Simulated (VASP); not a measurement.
Input of a VASP 6.6.1 run:

INCAR

```
ALGO = Normal
EDIFF = 1E-6
ENCUT = 520
GGA = PE
ISIF = 2
ISMEAR = 0
LASPH = True
LCHARG = False
LREAL = False
LWAVE = False
NBANDS = 16
NELM = 60
PREC = Accurate
SIGMA = 0.1
```

File KPOINTS:

```
k-points
0
Gamma
  15 15 15
```

POSCAR

```
TiB2
1.0
    0.0000000000      2.5485012633      2.5485012633
    2.5485012633      0.0000000000      2.5485012633
    2.5485012633      2.5485012633      0.0000000000
Ti B
1 2
Direct
    0.0000000000      0.0000000000      0.0000000000
    0.2500000000      0.2500000000      0.2500000000
    0.7500000000      0.7500000000      0.7500000000
```

Potentials or basis: VASP PAW PBE potentials, release 64 (Ti_sv, B).

Run with:

```sh
$ cat potpaw_PBE.64/Ti_sv/POTCAR potpaw_PBE.64/B/POTCAR > POTCAR
$ mpirun -np 1 vasp_std > vasp.out
```

What does it give for the band gap on the k mesh?

Zero (bands 9 and 10 overlap by 1.84 eV).

Estimate the pressure.

-0.1 GPa.
